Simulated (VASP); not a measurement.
A run of VASP 6.6.1:

The input INCAR:

```
SYSTEM = LiB3
PREC = Accurate
ENCUT = 520
EDIFF = 1E-7
ISMEAR = -1
SIGMA = 0.05
LREAL = Auto
LASPH = .TRUE.
NELM = 60
ALGO = Normal
ISIF = 2
LWAVE = .FALSE.
LCHARG = .FALSE.
GGA = PS
NBANDS = 70
```

KPOINTS

```
Automatic mesh
0
G
  2 2 1
  0 0 0
```

The input POSCAR:

```
LiB3
1.0
    6.0155110000      0.0000000000      0.0000000000
    0.0000000000      6.0155110000      0.0000000000
    0.0000000000      0.0000000000      8.3649350000
Li B
8 24
Direct
    0.1978053070      0.6978127045      0.2499959653
    0.8021928644      0.3021854669      0.2499959653
    0.3021854669      0.1978053070      0.2499959653
    0.6978127045      0.8021928644      0.2499959653
    0.1978053070      0.6978127045      0.7499998506
    0.8021928644      0.3021854669      0.7499998506
    0.3021854669      0.1978053070      0.7499998506
    0.6978127045      0.8021928644      0.7499998506
    0.5000073975      0.5000073975      0.3542884673
    0.0000000000      0.0000000000      0.3542884673
    0.5000073975      0.5000073975      0.1457154180
    0.0000000000      0.0000000000      0.1457154180
    0.6579158446      0.6371861011      0.0000000000
    0.3420823268      0.3628120703      0.0000000000
    0.8420731007      0.1371953272      0.0000000000
    0.1579250707      0.8628028442      0.0000000000
    0.6371861011      0.3420823268      0.0000000000
    0.3628120703      0.6579158446      0.0000000000
    0.1371953272      0.1579250707      0.0000000000
    0.8628028442      0.8420731007      0.0000000000
    0.5000073975      0.5000073975      0.8542803979
    0.0000000000      0.0000000000      0.8542803979
    0.5000073975      0.5000073975      0.6457193033
    0.0000000000      0.0000000000      0.6457193033
    0.6579158446      0.6371861011      0.5000038853
    0.3420823268      0.3628120703      0.5000038853
    0.8420731007      0.1371953272      0.5000038853
    0.1579250707      0.8628028442      0.5000038853
    0.6371861011      0.3420823268      0.5000038853
    0.3628120703      0.6579158446      0.5000038853
    0.1371953272      0.1579250707      0.5000038853
    0.8628028442      0.8420731007      0.5000038853
```

Potentials or basis: VASP PAW PBE potentials, release 64 (Li_sv, B).

Launch:

```bash
$ cat potpaw_PBE.64/Li_sv/POTCAR potpaw_PBE.64/B/POTCAR > POTCAR
$ mpirun -np 1 vasp_std > vasp.out
```

Hardware: 1 thread of Intel(R) Xeon(R) Platinum 8375C CPU @ 2.90GHz (Ice Lake), on a shared host.

**Question.** Estimate the wall time of this run.

**Answer.** Run time: 2 min on 1 thread of Intel(R) Xeon(R) Platinum 8375C CPU @ 2.90GHz (Ice Lake) (shared host), peak memory 0.37 GiB. Counts: scf iterations 17, k points 4.
